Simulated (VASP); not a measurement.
A run of VASP 6.6.1:

INCAR

```
SYSTEM = GaC4
ALGO     = Normal         ! electronic algorithm
EDIFF    = 1E-6           ! SCF threshold, eV
ENCUT    = 520            ! plane-wave cutoff, eV
GGA      = PE             ! functional
ISIF     = 2              ! what is computed and relaxed
ISMEAR   = 0              ! smearing method
LASPH    = .TRUE.         ! aspherical terms in the spheres
LCHARG   = .FALSE.        ! write CHGCAR
LREAL    = .FALSE.        ! projectors in reciprocal space
LWAVE    = .FALSE.        ! write WAVECAR
NBANDS   = 22             ! bands
NELM     = 100            ! most SCF steps
PREC     = Accurate       ! precision mode
SIGMA    = 0.1            ! smearing width, eV
```

KPOINTS

```
k-points
0
G
  12 12 12
  0 0 0
```

File POSCAR:

```
GaC4
1.0
   -2.3586794040      2.3586794040      2.3586794040
    2.3586794040     -2.3586794040      2.3586794040
    2.3586794040      2.3586794040     -2.3586794040
Ga C
1 4
Direct
    0.0000000000      0.0000000000      0.0000000000
    0.5000000000      0.5000000000      0.5000000000
    0.5000000000      0.0000000000      0.0000000000
    0.0000000000      0.0000000000      0.5000000000
    0.0000000000      0.5000000000      0.0000000000
```

Potentials or basis: VASP PAW PBE potentials, release 64 (Ga_d, C).

Launch:

```bash
$ cat potpaw_PBE.64/Ga_d/POTCAR potpaw_PBE.64/C/POTCAR > POTCAR
$ mpirun -np 1 vasp_std > vasp.out
```

Hardware: 1 thread of Intel(R) Xeon(R) 6975P-C (Granite Rapids), on a shared host.

Estimate the wall time of this run.

Wall time 28 s on 1 thread of Intel(R) Xeon(R) 6975P-C (Granite Rapids), on a shared host, peak memory 0.21 GiB. Counts: scf iterations 12, k points 72.
